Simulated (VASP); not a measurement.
Runs of VASP 6.6.1 on MgO. The structure is that of space group Fm-3m (No. 225), or close to it. The cells are those of the table. 

```csv
cell,gap on the mesh (eV),pressure (GPa)
"a = 3.027 Å, angles 60.0°, 2 atoms",4.21,(b)
"a = 2.941 Å, angles 60.0°, 2 atoms",5.04,(c)
"a = 2.881 Å, angles 60.0°, 2 atoms",5.70,(a)
"a = 2.911 Å, angles 60.0°, 2 atoms",5.36,6.3
```

Alike in all rows: task single point; level LDA; potentials or basis VASP PAW LDA potentials, release 64 (Mg_sv, O); no spin polarisation; k mesh 10 × 10 × 10; cutoff (eV) 840; smearing gaussian 0.02 eV.

Problem. Fill in the values left out.

Solution. (a) 13.0; (b) -12.1; (c) 0.6.

Caveats: the cell stands under pressure (at least some runs); the cell stands under tension (at least some runs).

